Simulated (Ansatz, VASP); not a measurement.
Two plane-wave programs on NbAs

```
Nb As
1.0
     0.00000    2.62935    2.62935
     2.57677    0.00000    2.62935
     2.57677    2.62935    0.00000
Nb As
1 1
Direct
  0.50000 0.50000 0.50000
  0.00000 0.00000 0.00000
```

Change from the starting cell: strain e1 = -0.02, atoms carried along.

Alike in both runs: task single point; functional r2SCAN; k mesh 12 × 12 × 12; occupations gaussian, width 0.05 eV; no spin polarisation.

|  | VASP | Ansatz |
| --- | --- | --- |
| version | VASP 6.6.1 | Ansatz 0.2.0 |
| potentials or method | VASP PAW PBE potentials, release 64 (Nb_sv, As), cutoff 520 eV | scalar-relativistic, plane waves, PAW |
| valence electrons in the cell | 18 | 28 |

Ansatz gave:

| Item | Value |
| --- | --- |
| gap on the k mesh at the Fermi level (eV) | none |
| pressure (GPa) | 3.4 |
| traceless stress, the component that is largest in VASP (GPa) | 4.27 |

**Question.** What did VASP give for the same quantities?

**Answer.** gap on the k mesh at the Fermi level (eV): none; pressure (GPa): 3.3; traceless stress, the component that is largest in VASP (GPa): 4.24.

VASP's potentials were made for PBE, not for r2SCAN. A gap of «none» marks a metal or a gap that the smearing closes. VASP's potentials hold 18 valence electrons a cell and Ansatz's 28, so a difference there can come from the potentials and not from the codes.
